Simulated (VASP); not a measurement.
# Mg3ZrN2 (Cmmm) in VASP: single point with PBE

Aim: the single point of Mg3ZrN2 with PBE.

All numbers are computed with VASP 6.6.1; they aren't measurements. Logs are shortened: lines on timing, memory, paths and dates and some standing lists are left out, and cuts for length are marked.

### 1 The cell of the first run

It takes space group Cmmm (No. 65, orthorhombic). The conventional cell has a = 5.645 Å, b = 10.714 Å, c = 3.086 Å, α = 90.00°, β = 90.00°, γ = 90.00°. Within 2.8 Å of Mg (site symmetry m2m) lie 4 N at 2.11 Å. Mg (site symmetry mmm) has 6 Mg at 2.86 to 3.09 Å and 4 N at 3.03 Å and 4 Zr at 3.22 Å within 3.8 Å. Zr (site symmetry mmm) has 10 Mg at 2.95 to 3.71 Å and 2 Zr at 3.09 Å and 8 N at 3.40 Å within 3.9 Å. Within 2.8 Å of N (site symmetry 2/m) lie 4 Mg at 2.11 Å.

### 2 Single point, PBE

INCAR

```
SYSTEM = Mg3ZrN2
PREC     = Accurate       ! precision mode
ENCUT    = 600            ! plane-wave cutoff, eV
EDIFF    = 1E-6           ! SCF threshold, eV
ISMEAR   = 0              ! smearing method
SIGMA    = 0.2            ! smearing width, eV
LREAL    = .False.        ! projectors in reciprocal space
LASPH    = .True.         ! aspherical terms in the spheres
NELM     = 120            ! most SCF steps
ALGO     = Normal         ! electronic algorithm
ISIF     = 2              ! what is computed and relaxed
LWAVE    = .False.        ! write WAVECAR
LCHARG   = .False.        ! write CHGCAR
GGA      = PE             ! functional
NBANDS   = 23             ! bands
GGA_COMPAT= .False.
```

KPOINTS

```
regular mesh
0
Gamma
  4 4 4
  0 0 0
```

POSCAR

```
Mg3ZrN2
1.0
    2.8223558427     -5.3571894096      0.0000000000
    2.8223558427      5.3571894096      0.0000000000
    0.0000000000      0.0000000000      3.0862591921
Mg Zr N
3 1 2
Direct
    0.7245983681      0.2754016319      0.0000000000
    0.2754016319      0.7245983681      0.0000000000
    0.5000000000      0.5000000000      0.5000000000
    0.0000000000      0.0000000000      0.0000000000
    0.5000000000      0.0000000000      0.5000000000
    0.0000000000      0.5000000000      0.5000000000
```

Potentials or basis: VASP PAW PBE potentials, release 64 (Mg, Zr_sv, N).

The run is started by

```bash
$ cat potpaw_PBE.64/Mg/POTCAR potpaw_PBE.64/Zr_sv/POTCAR potpaw_PBE.64/N/POTCAR > POTCAR
$ mpirun -np 1 vasp_std > vasp.out
```

OUTCAR:

```text
SYSTEM = Mg3ZrN2
   PREC = Accurate
   ENCUT = 600
   EDIFF = 1E-6
   ISMEAR = 0
   LREAL = .False.
   LASPH = .True.
   NELM = 120
   ISIF = 2
   GGA = PE

 ion  position               nearest neighbor table
   1  0.725  0.275  0.000-   5 2.11   6 2.11   5 2.11   6 2.11   3 2.86   3 2.86   2 2.87   2 2.87
                             4 2.95   4 3.71   4 3.71
   2  0.275  0.725  0.000-   5 2.11   6 2.11   5 2.11   6 2.11   3 2.86   3 2.86   1 2.87   1 2.87
                             4 2.95   4 3.71   4 3.71
   3  0.500  0.500  0.500-   1 2.86   2 2.86   1 2.86   2 2.86   4 3.22   4 3.22   4 3.22   4 3.22

   4  0.000  0.000  0.000-   1 2.95   2 2.95   3 3.22   3 3.22   3 3.22   3 3.22   1 3.71   2 3.71
                             1 3.71   2 3.71
   5  0.500  0.000  0.500-   1 2.11   2 2.11   1 2.11   2 2.11
   6  0.000  0.500  0.500-   1 2.11   2 2.11   1 2.11   2 2.11

  LATTYP: Found a base centered orthorhombic cell.
 ALAT       =     5.6447116854
 B/A-ratio  =     1.8981268515
 C/A-ratio  =     0.5467523169

  Lattice vectors:

 A1 = (   2.8223558427,  -5.3571894096,   0.0000000000)
 A2 = (   2.8223558427,   5.3571894096,   0.0000000000)
 A3 = (   0.0000000000,   0.0000000000,   3.0862591921)

Analysis of symmetry for initial positions (statically):
=====================================================================
 Subroutine PRICEL returns:
 Original cell was already a primitive cell.

 Routine SETGRP: Setting up the symmetry group for a
 base centered orthorhombic supercell.

 Subroutine GETGRP returns: Found  8 space group operations
 (whereof  8 operations were pure point group operations)
 out of a pool of  8 trial point group operations.

The static configuration has the point symmetry D_2h.

Analysis of symmetry for dynamics (positions and initial velocities):
=====================================================================
 Subroutine PRICEL returns:
 Original cell was already a primitive cell.

 Routine SETGRP: Setting up the symmetry group for a
 base centered orthorhombic supercell.

 Subroutine GETGRP returns: Found  8 space group operations
 (whereof  8 operations were pure point group operations)
 out of a pool of  8 trial point group operations.

The dynamic configuration has the point symmetry D_2h.

 Subroutine INISYM returns: Found  8 space group operations
 (whereof  8 operations are pure point group operations),
 and found     1 'primitive' translations

----------------------------------------------------------------------------------------

                                     Primitive cell
[... 100 lines left out ...]
   NFREE  =      0    steps in history (QN), initial steepest desc. (CG)
   ISIF   =      2    stress and relaxation
   ISYM   =      2    0-nonsym 1-usesym 2-fastsym
   POTIM  = 0.5000    time-step for ionic-motion
   TEBEG  =    0.0;   TEEND  =   0.0 temperature during run
   PSTRESS=    0.0 pullay stress
   NELECT =      28.0000    total number of electrons
   NUPDOWN=      -1.0000    fix difference up-down
   EMIN   =  10.00;   EMAX   =-10.00  energy-range for DOS
   EFERMI =   0.00;   METHOD = LEGACY
   ISMEAR =     0;   SIGMA  =   0.20  broadening in eV -4-tet -1-fermi 0-gaus
   EFERMI_NEDOS =   21; number of points for ismear=-14 and -15
   IALGO  =     38    algorithm
   IMIX   =      4    mixing-type and parameters
     AMIX     =   0.40;   BMIX     =  1.00
     AMIX_MAG =   1.60;   BMIX_MAG =  1.00
  volume/ion in A,a.u.               =      15.55       104.97
  Fermi-wavevector in a.u.,A,eV,Ry     =   1.095949  2.071044 16.342023  1.201105
  Thomas-Fermi vector in A             =   2.232282
   LORBIT       =      0    0 simple, 1 ext, 2 COOP (PROOUT), +10 PAW based schemes
   GGA     = PE    functional components
   LHFCALC =     F    Hartree Fock is set to
   AEXX    =    0.0000 exact exchange contribution
   IVDW    =     0    specifies the selected vdW correction
   LEPSILON=     F    determine dielectric tensor
   LRPA    =     F    only Hartree local field effects (RPA)
 non-spin polarized calculation
 Gauss-broadening in eV      SIGMA  =   0.20
  energy-cutoff  :      600.00
  volume of cell :       93.33
 maximum number of plane-waves:      3130
   NGX = 25   NGY = 25   NGZ = 13

 number of electron      27.9999998 magnetization

 Free energy of the ion-electron system (eV)
  ---------------------------------------------------
  ext. energy  EPLUGINS =         0.00000000
  ---------------------------------------------------
  free energy    TOTEN  =       -27.75395898 eV

  energy without entropy =      -27.64824693  energy(sigma->0) =      -27.70110296

 E-fermi :   4.8951     XC(G=0): -10.0245

 val. band max:        4.8762625770   @ k =   0.5000   0.5000   0.2500
 cond. band min:       4.9080613530   @ k =  -0.2500   0.2500   0.2500
 fundamental gap:      0.0317987760
 Fermi energy:         4.8950601458

 k-point     1 :       0.0000    0.0000    0.0000
  band No.  band energies     occupation
      1     -44.9227      2.00000
      2     -23.1286      2.00000
      3     -22.8655      2.00000
      4     -22.4323      2.00000
      5      -9.1221      2.00000
      6      -7.7963      2.00000
[... 535 lines left out ...]
     22       9.6373      0.00000
     23      10.9556      0.00000

------------------------ aborting loop because EDIFF is reached ----------------------------------------

  FORCE on cell =-STRESS in cart. coord.  units (eV):
  Direction    XX          YY          ZZ          XY          YZ          ZX
  --------------------------------------------------------------------------------------
  -------------------------------------------------------------------------------------
  Total       -0.1137759     -0.0367362     -0.3226983      0.0000000      0.0000000      0.0000000
  in kB       -1.9532137     -0.6306584     -5.5398255      0.0000000      0.0000000      0.0000000
  external PRESSURE =      -2.7078992 kB  Pullay stress =       0.0000000 kB

 VOLUME and BASIS-vectors are now :
 -----------------------------------------------------------------------------
  energy-cutoff  :      600.00
  volume of cell :       93.33
      direct lattice vectors                 reciprocal lattice vectors
     2.822355843 -5.357189410  0.000000000     0.177156967 -0.093332522  0.000000000
     2.822355843  5.357189410  0.000000000     0.177156967  0.093332522  0.000000000
     0.000000000  0.000000000  3.086259192     0.000000000  0.000000000  0.324016856

 POSITION                                       TOTAL-FORCE (eV/Angst)
 -----------------------------------------------------------------------------------
      2.82236     -2.40643      0.00000        -0.000000      0.067352     -0.000000
      2.82236      2.40643      0.00000        -0.000000     -0.067352      0.000000
      2.82236      0.00000      1.54313         0.000000     -0.000000      0.000000
      0.00000      0.00000      0.00000        -0.000000      0.000000      0.000000
      1.41118     -2.67859      1.54313         0.000000      0.000000      0.000000
      1.41118      2.67859      1.54313        -0.000000      0.000000      0.000000
 -----------------------------------------------------------------------------------
    total drift:                                0.000000      0.000000     -0.000000

  FREE ENERGIE OF THE ION-ELECTRON SYSTEM (eV)
  ---------------------------------------------------
  free  energy   TOTEN  =       -27.7539589821 eV

  energy  without entropy=      -27.6482469350  energy(sigma->0) =      -27.70110296
```

OSZICAR:

```text
N       E                     dE             d eps       ncg     rms          rms(c)
DAV:   1     0.180414449238E+03    0.18041E+03   -0.13958E+04   966   0.122E+03
DAV:   2    -0.219870618076E+02   -0.20240E+03   -0.19188E+03  1244   0.273E+02
DAV:   3    -0.366311145156E+02   -0.14644E+02   -0.14309E+02  1520   0.704E+01
[... 11 lines left out ...]
DAV:  15    -0.277540564289E+02    0.78800E-03   -0.53964E-03  1229   0.196E-01    0.940E-02
DAV:  16    -0.277539839777E+02    0.72451E-04   -0.18220E-04  1071   0.601E-02    0.484E-02
DAV:  17    -0.277539660856E+02    0.17892E-04   -0.22370E-05  1191   0.170E-02    0.245E-02
DAV:  18    -0.277539595049E+02    0.65807E-05   -0.98634E-06   967   0.989E-03    0.716E-03
DAV:  19    -0.277539589821E+02    0.52275E-06   -0.27677E-06   711   0.599E-03
   1 F= -.27753959E+02 E0= -.27701103E+02  d E =-.105712E+00
```

stdout:

```text
POSCAR found type information on POSCAR MgZrN
 POSCAR found :  3 types and       6 ions
 scaLAPACK will be used
 LDA part: xc-table for (Slater+PW92), standard interpolation
 POSCAR, INCAR and KPOINTS ok, starting setup
 FFT: planning ... GRIDC
 FFT: planning ... GRID_SOFT
 FFT: planning ... GRID
 WAVECAR not read
 entering main loop
```

It took 67 s on 1 thread of Intel Xeon 6975P-C (Granite Rapids), shared host; peak memory 0.26 GiB.

What came out:

```
Free energy            : -27.7540 eV
Pressure               : -0.3 GPa
Largest force          : 0.067 eV/Å
Band gap on the k mesh : zero (band 14 reaches 5.16 eV, above the bottom of band 15 at 4.19 eV)
```

Forces in eV/Å, atoms in the order of the input:
```
Mg   0.000  0.067  0.000
Mg   0.000 -0.067  0.000
Mg   0.000  0.000  0.000
Zr   0.000  0.000  0.000
N    0.000  0.000  0.000
N    0.000  0.000  0.000
```

Caveat: the k points lie up to 0.51 Å⁻¹ apart.
